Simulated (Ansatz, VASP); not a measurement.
## Two plane-wave programs on AlNi

The input INCAR:

```
SYSTEM = AlNi
PREC = Accurate ; ENCUT = 520
EDIFF = 1E-6 ; ISMEAR = 1
SIGMA = 0.2 ; LREAL = .FALSE.
LASPH = .TRUE. ; NELM = 80
ALGO = Fast ; ISIF = 2
LWAVE = .FALSE. ; LCHARG = .TRUE.
GGA = PS ; LELF = .TRUE.
LVHAR = .TRUE. ; NBANDS = 14
```

KPOINTS

```
regular mesh
0
G
  16 16 14
  0 0 0
```

POSCAR

```
AlNi
1.0
    1.9386940000     -1.9531901500      0.0000000000
    1.9386940000      1.9531901500      0.0000000000
    0.0000000000      0.0000000000      3.0994300413
Al Ni
1 1
Direct
    0.0000000000      0.0000000000      0.0000000000
    0.5000000000      0.5000000000      0.5000000000
```

Input for Ansatz:

```yaml
crystal:
  lattice:
    - [1.938694, -1.95319015, 0.0]
    - [1.938694, 1.95319015, 0.0]
    - [0.0, 0.0, 3.0994300413]
  atoms:
    - { symbol: Al, position: [0.0, 0.0, 0.0] }
    - { symbol: Ni, position: [0.5, 0.5, 0.5] }
basis:
  ecutwfc: 420
kpoints:
  mp_grid: { grid: [16, 16, 14] }
hamiltonian:
  xc: pbesol
scf:
  occupations: { method: cold, width: 0.2 }
output:
  forces: true
  stress: true
  eigenvalues: true
```

Alike in both runs: task single point; functional PBEsol; k mesh 16 × 16 × 14; no spin polarisation.

```csv
,VASP,Ansatz
version,VASP 6.6.1,Ansatz 0.2.0
potentials or method,"VASP PAW PBE potentials, release 64 (Al, Ni), cutoff 520 eV","scalar-relativistic, plane waves, PAW"
occupations,"methfessel-paxton of order 1, width 0.2 eV","cold, width 0.2 eV"
valence electrons in the cell,13,21
```

```csv
,VASP,Ansatz,Ansatz less VASP
gap on the k mesh at the Fermi level (eV),none,none,-
pressure (GPa),0.3,0.3,+0.01
"traceless stress, the component that is largest in VASP (GPa)",-4.59,-4.50,+0.092
```

VASP's potentials were made for PBE, not for PBEsol. A gap of «none» marks a metal or a gap that the smearing closes. VASP's potentials hold 13 valence electrons a cell and Ansatz's 21, so a difference there can come from the potentials and not from the codes.
